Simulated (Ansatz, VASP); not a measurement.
## Two plane-wave programs on MgI2

```
CELL_PARAMETERS angstrom
0.00000 3.75572 3.75572
3.75572 0.00000 3.75572
3.75572 3.75572 0.00000
ATOMIC_POSITIONS crystal
Mg 0.00000 0.00000 0.00000
I 0.25000 0.25000 0.25000
I 0.75000 0.75000 0.75000
```

Alike in both runs: task single point; functional PBE-based global hybrid with a share of 0.15 of exact exchange; k mesh 4 × 4 × 4; no spin polarisation.

```csv
,VASP,Ansatz
version,VASP 6.6.1,Ansatz 0.2.0
potentials or method,"VASP PAW PBE potentials, release 64 (Mg, I)",plane waves
plane-wave cutoff (eV),520,420
occupations,"gaussian, width 0.01 eV",fixed
valence electrons in the cell,16,44
```

Ansatz gave:

```
gap on the k mesh at the Fermi level (eV) : 1.47
pressure (GPa)                            : -0.2
```

**Question.** What did VASP give for the same quantities?

**Answer.** gap on the k mesh at the Fermi level (eV): 1.44; pressure (GPa): -0.3.

VASP's potentials were made for PBE, not for PBE-based global hybrid. VASP's potentials hold 16 valence electrons a cell and Ansatz's 44, so a difference there can come from the potentials and not from the codes. Ansatz's warnings: stress exchange threshold loose, stress scf threshold loose.

Neither program's run includes spin-orbit coupling.
